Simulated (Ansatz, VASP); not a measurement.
## Na4Au in VASP and in Ansatz

```xyz
5
Lattice="-3.7377 3.7377 3.7377 3.7377 -3.7377 3.7377 3.7377 3.7377 -3.7377" Properties=species:S:1:pos:R:3 pbc="T T T"
Na    1.8689    1.8689    1.8689
Na    1.8689    1.8689   -1.8689
Na    1.8689   -1.8689    1.8689
Na   -1.8689    1.8689    1.8689
Au    0.0000    0.0000    0.0000
```

Alike in both runs: task single point; functional PBE; k mesh 4 × 4 × 4; occupations gaussian, width 0.1 eV; no spin polarisation.

|  | VASP | Ansatz |
| --- | --- | --- |
| version | VASP 6.6.1 | Ansatz 0.2.0 |
| potentials or method | VASP PAW PBE potentials, release 64 (Na_pv, Au), cutoff 520 eV | scalar-relativistic, plane waves, PAW |
| valence electrons in the cell | 39 | 55 |

```tsv
	VASP	Ansatz	Ansatz less VASP
gap on the k mesh at the Fermi level (eV)	none	none	-
pressure (GPa)	-1.8	-1.8	+0.01
```

A gap of «none» marks a metal or a gap that the smearing closes. VASP's potentials hold 39 valence electrons a cell and Ansatz's 55, so a difference there can come from the potentials and not from the codes.

Neither program's run includes spin-orbit coupling.
